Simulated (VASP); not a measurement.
# Mg7Te (P6_3/mmc) in VASP: single point with PBE

Aim: the single point of Mg7Te with PBE.

Everything below comes from runs of VASP 6.6.1. Logs are shortened: lines on timing, memory, paths and dates and some standing lists are left out, and cuts for length are marked.

### 1 The cell of the first run

It takes space group P6_3/mmc (No. 194, hexagonal). The conventional cell has a = 6.280 Å, b = 6.280 Å, c = 11.198 Å, α = 90.00°, β = 90.00°, γ = 120.00°. Within 4.1 Å of Mg (site symmetry 2/m) lie 10 Mg at 3.14 to 3.34 Å and 2 Te at 3.14 Å. Within 4.1 Å of Mg (site symmetry mm2) lie 10 Mg at 3.14 to 3.34 Å and 2 Te at 3.34 Å. Within 4.1 Å of Mg (site symmetry -6m2) lie 12 Mg at 3.14 to 3.34 Å. Within 4.1 Å of Te (site symmetry -3m) lie 12 Mg at 3.14 to 3.34 Å.

### 2 Single point, PBE

INCAR reads:

```
SYSTEM = Mg7Te
  PREC = Accurate
  ENCUT = 520
  EDIFF = 1E-6
  ISMEAR = 0
  SIGMA = 0.2
  LREAL = Auto
  LASPH = .TRUE.
  NELM = 100
  ALGO = Normal
  ISIF = 2
  LWAVE = .FALSE.
  LCHARG = .TRUE.
  GGA = PE
  LELF = .TRUE.
  LVHAR = .TRUE.
  NBANDS = 34
```

KPOINTS reads:

```
regular mesh
0
G
  3 3 2
  0 0 0
```

POSCAR reads:

```
Mg7Te
1.0
    6.2803866744      0.0000000000      0.0000000000
   -3.1401933372      5.4389744056      0.0000000000
    0.0000000000      0.0000000000     11.1984991686
Mg Te
14 2
Direct
    0.5000000000      0.5000000000      0.0000000000
    0.8333882180      0.6667764360      0.7500000000
    0.8333882180      0.1666117820      0.7500000000
    0.1666117820      0.8333882180      0.2500000000
    0.6667764360      0.8333882180      0.2500000000
    0.5000000000      0.0000000000      0.5000000000
    0.6666666667      0.3333333333      0.2500000000
    0.5000000000      0.0000000000      0.0000000000
    0.5000000000      0.5000000000      0.5000000000
    0.0000000000      0.5000000000      0.5000000000
    0.1666117820      0.3332235640      0.2500000000
    0.0000000000      0.5000000000      0.0000000000
    0.3332235640      0.1666117820      0.7500000000
    0.3333333333      0.6666666667      0.7500000000
    0.0000000000      0.0000000000      0.5000000000
    0.0000000000      0.0000000000      0.0000000000
```

Potentials or basis: VASP PAW PBE potentials, release 64 (Mg, Te).

On the command line:

```bash
> cat potpaw_PBE.64/Mg/POTCAR potpaw_PBE.64/Te/POTCAR > POTCAR
> mpirun -np 1 vasp_std > vasp.out
```

OUTCAR:

```text
SYSTEM = Mg7Te
   PREC = Accurate
   ENCUT = 520
   EDIFF = 1E-6
   ISMEAR = 0
   LREAL = Auto
   LASPH = .TRUE.
   NELM = 100
   ISIF = 2
   GGA = PE

 ion  position               nearest neighbor table
   1  0.500  0.500  0.000-   8 3.14  16 3.14   8 3.14  16 3.14  12 3.14  12 3.14   7 3.34  14 3.34
                            13 3.34   5 3.34  11 3.34   2 3.34
   2  0.833  0.667  0.750-   3 3.14  13 3.14  14 3.14  14 3.14   3 3.14  13 3.14  16 3.34  15 3.34
                            12 3.34  10 3.34   9 3.34   1 3.34
   3  0.833  0.167  0.750-   2 3.14  13 3.14  14 3.14  14 3.14   2 3.14  13 3.14  15 3.34  16 3.34
                            12 3.34  10 3.34   8 3.34   6 3.34
   4  0.167  0.833  0.250-  11 3.14   5 3.14   7 3.14   7 3.14  11 3.14   5 3.14  15 3.34  16 3.34
                            10 3.34  12 3.34   8 3.34   6 3.34
   5  0.667  0.833  0.250-  11 3.14   4 3.14   7 3.14   7 3.14  11 3.14   4 3.14  16 3.34  15 3.34
                             1 3.34   9 3.34   8 3.34   6 3.34
   6  0.500  0.000  0.500-   9 3.14  10 3.14   9 3.14  10 3.14  15 3.14  15 3.14   7 3.34  14 3.34
                            13 3.34   5 3.34   3 3.34   4 3.34
   7  0.667  0.333  0.250-   5 3.14  11 3.14   4 3.14   4 3.14   5 3.14  11 3.14   8 3.34   6 3.34
                            10 3.34  12 3.34   9 3.34   1 3.34
   8  0.500  0.000  0.000-   1 3.14  12 3.14   1 3.14  12 3.14  16 3.14  16 3.14   7 3.34  14 3.34
                            13 3.34   5 3.34   4 3.34   3 3.34
   9  0.500  0.500  0.500-   6 3.14  15 3.14   6 3.14  15 3.14  10 3.14  10 3.14   7 3.34  14 3.34
                            13 3.34   5 3.34   2 3.34  11 3.34
  10  0.000  0.500  0.500-   6 3.14  15 3.14  15 3.14   6 3.14   9 3.14   9 3.14   7 3.34  14 3.34
                             3 3.34   4 3.34  11 3.34   2 3.34
  11  0.167  0.333  0.250-   4 3.14   5 3.14   7 3.14   7 3.14   4 3.14   5 3.14  15 3.34  16 3.34
                            10 3.34  12 3.34   1 3.34   9 3.34
  12  0.000  0.500  0.000-   8 3.14  16 3.14  16 3.14   8 3.14   1 3.14   1 3.14   7 3.34  14 3.34
                             4 3.34   3 3.34  11 3.34   2 3.34
  13  0.333  0.167  0.750-   2 3.14   3 3.14  14 3.14  14 3.14   2 3.14   3 3.14  15 3.34  16 3.34
                             9 3.34   1 3.34   6 3.34   8 3.34
  14  0.333  0.667  0.750-  13 3.14   2 3.14   3 3.14   3 3.14  13 3.14   2 3.14   8 3.34   6 3.34
                            12 3.34  10 3.34   9 3.34   1 3.34
  15  0.000  0.000  0.500-   9 3.14  10 3.14  10 3.14   9 3.14   6 3.14   6 3.14  11 3.34   2 3.34
                             4 3.34   3 3.34  13 3.34   5 3.34
  16  0.000  0.000  0.000-   1 3.14  12 3.14  12 3.14   1 3.14   8 3.14   8 3.14   2 3.34  11 3.34
                             3 3.34   4 3.34  13 3.34   5 3.34

  LATTYP: Found a hexagonal cell.
 ALAT       =     6.2803866744
 C/A-ratio  =     1.7830907155

  Lattice vectors:

 A1 = (   6.2803866744,   0.0000000000,   0.0000000000)
 A2 = (  -3.1401933372,   5.4389744056,   0.0000000000)
 A3 = (   0.0000000000,   0.0000000000,  11.1984991686)

Analysis of symmetry for initial positions (statically):
=====================================================================
 Subroutine PRICEL returns:
 Original cell was already a primitive cell.

 Routine SETGRP: Setting up the symmetry group for a
 hexagonal supercell.

 Subroutine GETGRP returns: Found 24 space group operations
 (whereof 12 operations were pure point group operations)
 out of a pool of 24 trial point group operations.

The static configuration has the point symmetry D_3d.
 The point group associated with its full space group is D_6h.

Analysis of symmetry for dynamics (positions and initial velocities):
=====================================================================
 Subroutine PRICEL returns:
 Original cell was already a primitive cell.

 Routine SETGRP: Setting up the symmetry group for a
 hexagonal supercell.

 Subroutine GETGRP returns: Found 24 space group operations
 (whereof 12 operations were pure point group operations)
 out of a pool of 24 trial point group operations.

The dynamic configuration has the point symmetry D_3d.
 The point group associated with its full space group is D_6h.

 Subroutine INISYM returns: Found 24 space group operations
 (whereof 12 operations are pure point group operations),
 and found     1 'primitive' translations

----------------------------------------------------------------------------------------

                                     Primitive cell

  volume of cell :     382.5280

  direct lattice vectors                    reciprocal lattice vectors
     6.280386674  0.000000000  0.000000000     0.159225865  0.091929096  0.000000000
    -3.140193337  5.438974406  0.000000000     0.000000000  0.183858192  0.000000000
     0.000000000  0.000000000 11.198499169     0.000000000  0.000000000  0.089297680

  length of vectors
[... 51 lines left out ...]
     0.000000000  0.061286064  0.000000000     0.000000000  0.333333333  0.000000000
     0.000000000  0.000000000  0.044648840     0.000000000  0.000000000  0.500000000

  Length of vectors
     0.061286064  0.061286064  0.044648840

  Shift w.r.t. Gamma in fractional coordinates (k-lattice)
     0.000000000  0.000000000  0.000000000

 Subroutine IBZKPT returns following result:
 ===========================================

 Found      6 irreducible k-points:

 Following reciprocal coordinates:
            Coordinates               Weight
  0.000000  0.000000  0.000000      1.000000
  0.333333 -0.000000  0.000000      6.000000
  0.333333  0.333333  0.000000      2.000000
  0.000000  0.000000  0.500000      1.000000
  0.333333 -0.000000  0.500000      6.000000
  0.333333  0.333333  0.500000      2.000000
   k-points           NKPTS =      6   k-points in BZ     NKDIM =      6   number of bands    NBANDS=     34
   number of dos      NEDOS =    301   number of ions     NIONS =     16
   total plane-waves  NPLWV = 193536
   dimension x,y,z NGX =    48 NGY =   48 NGZ =   84
   dimension x,y,z NGXF=    96 NGYF=   96 NGZF=  168
   ions per type =              14   2
   NGX,Y,Z   is equivalent  to a cutoff of  12.71, 12.71, 12.47 a.u.
   NGXF,Y,Z  is equivalent  to a cutoff of  25.41, 25.41, 24.94 a.u.
 SYSTEM =  Mg7Te
   PREC   = accura    normal or accurate (medium, high low for compatibility)
   ISTART =      0    job   : 0-new  1-cont  2-samecut
   ICHARG =      2    charge: 1-file 2-atom 10-const
   ISPIN  =      1    spin polarized calculation?
   LNONCOLLINEAR =      F non collinear calculations
   LSORBIT =      F    spin-orbit coupling
   LASPH  =      T    aspherical Exc in radial PAW
   ENCUT  =  520.0 eV  38.22 Ry    6.18 a.u.  11.68 11.68 20.82*2*pi/ulx,y,z
   NELM   =    100;   NELMIN=  2; NELMDL= -5     # of ELM steps
   EDIFF  = 0.1E-05   stopping-criterion for ELM
   LREAL  =      T    real-space projection
   EDIFFG = 0.1E-04   stopping-criterion for IOM
   NSW    =      0    number of steps for IOM
   IBRION =     -1    ionic relax: 0-MD 1-quasi-New 2-CG
   NFREE  =      0    steps in history (QN), initial steepest desc. (CG)
   ISIF   =      2    stress and relaxation
   ISYM   =      2    0-nonsym 1-usesym 2-fastsym
   POTIM  = 0.5000    time-step for ionic-motion
   TEBEG  =    0.0;   TEEND  =   0.0 temperature during run
   PSTRESS=    0.0 pullay stress
   NELECT =      40.0000    total number of electrons
   NUPDOWN=      -1.0000    fix difference up-down
   EMIN   =  10.00;   EMAX   =-10.00  energy-range for DOS
   EFERMI =   0.00;   METHOD = LEGACY
   ISMEAR =     0;   SIGMA  =   0.20  broadening in eV -4-tet -1-fermi 0-gaus
   EFERMI_NEDOS =   21; number of points for ismear=-14 and -15
   IALGO  =     38    algorithm
   IMIX   =      4    mixing-type and parameters
     AMIX     =   0.40;   BMIX     =  1.00
     AMIX_MAG =   1.60;   BMIX_MAG =  1.00
  volume/ion in A,a.u.               =      23.91       161.34
  Fermi-wavevector in a.u.,A,eV,Ry     =   0.771271  1.457491  8.093551  0.594859
  Thomas-Fermi vector in A             =   1.872654
   LORBIT       =      0    0 simple, 1 ext, 2 COOP (PROOUT), +10 PAW based schemes
   GGA     = PE    functional components
   LHFCALC =     F    Hartree Fock is set to
   AEXX    =    0.0000 exact exchange contribution
   IVDW    =     0    specifies the selected vdW correction
   LEPSILON=     F    determine dielectric tensor
   LRPA    =     F    only Hartree local field effects (RPA)
 non-spin polarized calculation
 Gauss-broadening in eV      SIGMA  =   0.20
  energy-cutoff  :      520.00
  volume of cell :      382.53
 maximum number of plane-waves:     10338
 NGX is ok and might be reduce to    48
   NGX = 23   NGY = 23   NGZ = 41

 number of electron      40.0000001 magnetization

 Free energy of the ion-electron system (eV)
  ---------------------------------------------------
  ext. energy  EPLUGINS =         0.00000000
  ---------------------------------------------------
  free energy    TOTEN  =       -29.08226957 eV

  energy without entropy =      -29.03738905  energy(sigma->0) =      -29.05982931

 E-fermi :   3.5103     XC(G=0):  -8.6701

 val. band max:        3.4963596344   @ k =   0.0000   0.0000   0.5000
 cond. band min:       3.7790411673   @ k =   0.3333   0.3333   0.5000
 fundamental gap:      0.2826815329
 Fermi energy:         3.5103212590

 k-point     1 :       0.0000    0.0000    0.0000
  band No.  band energies     occupation
      1      -8.3090      2.00000
      2      -8.2286      2.00000
      3      -2.6145      2.00000
      4      -2.1265      2.00000
      5      -0.7275      2.00000
      6      -0.7275      2.00000
[... 199 lines left out ...]
     31       6.8040      0.00000
     32       6.8040      0.00000
 [bands above 32 left out]

------------------------ aborting loop because EDIFF is reached ----------------------------------------

  FORCE on cell =-STRESS in cart. coord.  units (eV):
  Direction    XX          YY          ZZ          XY          YZ          ZX
  --------------------------------------------------------------------------------------
  -------------------------------------------------------------------------------------
  Total       -0.6628277     -0.6628277     -1.0688040     -0.0000000      0.0000000      0.0000000
  in kB       -2.7761826     -2.7761826     -4.4765706     -0.0000000      0.0000000      0.0000000
  external PRESSURE =      -3.3429786 kB  Pullay stress =       0.0000000 kB

 VOLUME and BASIS-vectors are now :
 -----------------------------------------------------------------------------
  energy-cutoff  :      520.00
  volume of cell :      382.53
      direct lattice vectors                 reciprocal lattice vectors
     6.280386674  0.000000000  0.000000000     0.159225865  0.091929096  0.000000000
    -3.140193337  5.438974406  0.000000000     0.000000000  0.183858192  0.000000000
     0.000000000  0.000000000 11.198499169     0.000000000  0.000000000  0.089297680

 POSITION                                       TOTAL-FORCE (eV/Angst)
 -----------------------------------------------------------------------------------
      1.57010      2.71949      0.00000        -0.000000      0.000000     -0.000000
      3.14019      3.62658      8.39887         0.000000     -0.014800      0.000000
      4.71081      0.90620      8.39887        -0.012817      0.007400     -0.000000
     -1.57061      4.53278      2.79962         0.012817     -0.007400     -0.000000
      1.57061      4.53278      2.79962        -0.012817     -0.007400      0.000000
      3.14019      0.00000      5.59925         0.000000      0.000000     -0.000000
[... 8 lines left out ...]
      0.00000      0.00000      5.59925         0.000000      0.000000     -0.000000
      0.00000      0.00000      0.00000        -0.000000      0.000000     -0.000000
 -----------------------------------------------------------------------------------
    total drift:                               -0.000000     -0.000000      0.000000

  FREE ENERGIE OF THE ION-ELECTRON SYSTEM (eV)
  ---------------------------------------------------
  free  energy   TOTEN  =       -29.0822695681 eV

  energy  without entropy=      -29.0373890527  energy(sigma->0) =      -29.05982931
```

It took 3.9 min on 1 thread of Intel Xeon 8259CL, shared host; peak memory 0.46 GiB.

Results:

```
Free energy            : -29.0823 eV
Pressure               : -0.3 GPa
Largest force          : 0.015 eV/Å
Band gap on the k mesh : zero (bands 20 and 21 overlap by 1.06 eV)
```

Forces in eV/Å, atoms in the order of the input:
```
Mg   0.000  0.000  0.000
Mg   0.000 -0.015  0.000
Mg  -0.013  0.007  0.000
Mg   0.013 -0.007  0.000
Mg  -0.013 -0.007  0.000
Mg   0.000  0.000  0.000
Mg   0.000  0.000  0.000
Mg   0.000  0.000  0.000
Mg   0.000  0.000  0.000
Mg   0.000  0.000  0.000
Mg   0.000  0.015  0.000
Mg   0.000  0.000  0.000
Mg   0.013  0.007  0.000
Mg   0.000  0.000  0.000
Te   0.000  0.000  0.000
Te   0.000  0.000  0.000
```

Caveat: the k points lie up to 0.39 Å⁻¹ apart, too coarse for converged energies and pressures of a metal; spin-orbit coupling is left out, which moves the levels of the heavy elements.
